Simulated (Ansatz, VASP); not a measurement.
## One calculation of SbW2, two programs

File INCAR:

```
SYSTEM = SbW2
ALGO = Fast
EDIFF = 1E-7
ENCUT = 520
GGA = PE
ISIF = 2
ISMEAR = 0
LASPH = .TRUE.
LCHARG = .TRUE.
LELF = .TRUE.
LREAL = .FALSE.
LVHAR = .TRUE.
LWAVE = .FALSE.
NBANDS = 42
NELM = 60
PREC = Accurate
SIGMA = 0.1
```

The input KPOINTS:

```
k-points
0
G
  4 4 6
  0 0 0
```

Contents of POSCAR:

```
SbW2
1.0
    5.6658475210      0.0000000000      0.0000000000
    0.0000000000      5.8383653141      0.0000000000
    0.0000000000      0.0000000000      3.8135512161
Sb W
2 4
Direct
    0.5000000000      0.5000000000      0.5000000000
    0.0000000000      0.0000000000      0.0000000000
    0.2250000000      0.8250000000      0.5000000000
    0.7250000000      0.6750000000      0.0000000000
    0.7750000000      0.1750000000      0.5000000000
    0.2750000000      0.3250000000      0.0000000000
```

Input for Ansatz:

```yaml
crystal:
  lattice:
    - [5.665847521, 0.0, 0.0]
    - [0.0, 5.8383653141, 0.0]
    - [0.0, 0.0, 3.8135512161]
  atoms:
    - { symbol: Sb, position: [0.5, 0.5, 0.5] }
    - { symbol: Sb, position: [0.0, 0.0, 0.0] }
    - { symbol: W, position: [0.225, 0.825, 0.5] }
    - { symbol: W, position: [0.725, 0.675, 0.0] }
    - { symbol: W, position: [0.775, 0.175, 0.5] }
    - { symbol: W, position: [0.275, 0.325, 0.0] }
basis:
  ecutwfc: 420
kpoints:
  mp_grid: { grid: [4, 4, 6] }
hamiltonian:
  xc: pbe
scf:
  occupations: { method: gaussian, width: 0.1 }
  lower_state_search: "off"
output:
  forces: true
  stress: true
  eigenvalues: true
```

Alike in both runs: task single point; functional PBE; k mesh 4 × 4 × 6; occupations gaussian, width 0.1 eV; no spin polarisation.

|  | VASP | Ansatz |
| --- | --- | --- |
| version | VASP 6.6.1 | Ansatz 0.2.0 |
| potentials or method | VASP PAW PBE potentials, release 64 (Sb, W_sv), cutoff 520 eV | scalar-relativistic, plane waves, PAW |
| valence electrons in the cell | 66 | 86 |

```csv
,VASP,Ansatz,Ansatz less VASP
gap on the k mesh at the Fermi level (eV),none,none,-
pressure (GPa),17.1,17.0,-0.04
"traceless stress, the component that is largest in VASP (GPa)",-5.44,-5.39,+0.054
rms of the force components (eV/Å),0.612,0.613,+0.0008
```

Atom by atom the forces differ by 0.003 eV/Å (rms over components). A gap of «none» marks a metal or a gap that the smearing closes. The functional is the same, so the differences come from potentials, cutoffs and numerics. VASP's potentials hold 66 valence electrons a cell and Ansatz's 86, so a difference there can come from the potentials and not from the codes.

Neither program's run includes spin-orbit coupling.
